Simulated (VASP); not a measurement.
Set up this calculation in VASP 6.6.1, as the native input.

```yaml
Task: relaxation of cell and atoms
Functional: PBE
Potentials_or_basis: VASP PAW PBE potentials, release 64 (Ni)
Cutoff: 600 eV
k_mesh: 36 × 36 × 36
Occupations: gaussian, width 0.1 eV
Spin: collinear spin, ferromagnetic start
Starting_moments: "[0.7] μB"
Dipole_correction: no
Further_INCAR_settings: ALGO = Normal; EDIFF = 1e-06; IBRION = 2; EDIFFG = -0.003; NSW = 80; ISIF = 3
```

The structure of Ni lies in POSCAR:

```
Ni
1.0
    0.0000000000      1.7600000000      1.7600000000
    1.7600000000      0.0000000000      1.7600000000
    1.7600000000      1.7600000000      0.0000000000
Ni
1
Direct
    0.0000000000      0.0000000000      0.0000000000
```

The input as run:

INCAR

```
ALGO = Normal
EDIFF = 1E-6
EDIFFG = -0.003
ENCUT = 600
GGA = PE
IBRION = 2
ISIF = 3
ISMEAR = 0
ISPIN = 2
LASPH = T
LCHARG = F
LMAXMIX = 4
LORBIT = 11
LREAL = F
LWAVE = F
MAGMOM = 0.7
NELM = 150
NSW = 80
PREC = Accurate
SIGMA = 0.1
```

KPOINTS

```
k-points
0
Gamma
  36 36 36
```

Potentials or basis: VASP PAW PBE potentials, release 64 (Ni).

Run with:

```bash
$ cat potpaw_PBE.64/Ni/POTCAR > POTCAR
$ mpirun -np 1 vasp_std > vasp.out
```

It gave:

```yaml
Relaxed_volume: 10.88 Å³/atom
Relaxed_cell: a = 2.487 Å, b = 2.487 Å, c = 2.487 Å, α = 60.00°, β = 60.00°, γ = 60.00°
Space_group_after_relaxing_to_0.1_Å: Fm-3m (No. 225)
Energy_gained_by_relaxing: 0.0 meV/atom
Ionic_steps: 3
Pressure_after_relaxing: 0.0 GPa
Net_moment: 0.63 μB per cell
Site_moments: Ni +0.64 μB
Valence_electrons_inside_the_program's_atomic_spheres: Ni 9.31
```

Wall time 11 min on 1 thread of Oxide Virtual Turin-like Processor (shared host), peak memory 0.33 GiB.
